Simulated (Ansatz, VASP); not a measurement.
## Mg: VASP beside Ansatz

```
Mg
1.0
     0.00000    1.86944    1.86944
     1.86944    0.00000    1.86944
     1.86944    1.86944    0.00000
Mg
1
Cartesian
  0.0000 0.0000 0.0000
```

Change from the starting cell: volume scaled by 0.6, PAW files.

Alike in both runs: task single point; functional LDA; k mesh 16 × 16 × 16; occupations fermi-dirac, width 0.05 eV; no spin polarisation.

```csv
,VASP,Ansatz
version,VASP 6.6.1,Ansatz 0.2.0
potentials or method,"VASP PAW LDA potentials, release 64 (Mg)","PAW with Ansatz's default frozen-core files, scalar-relativistic"
plane-wave cutoff (eV),520,420
valence electrons in the cell,2,10
```

```tsv
	VASP	Ansatz	Ansatz less VASP
pressure (GPa)	53.9	53.4	-0.45
```

LDA's correlation is that of Perdew and Zunger in VASP and of Perdew and Wang (1992) in Ansatz. Both programs put the cell under a high pressure, so it lies far from rest at this level. VASP's potentials hold 2 valence electrons a cell and Ansatz's 10, so a difference there can come from the potentials and not from the codes.
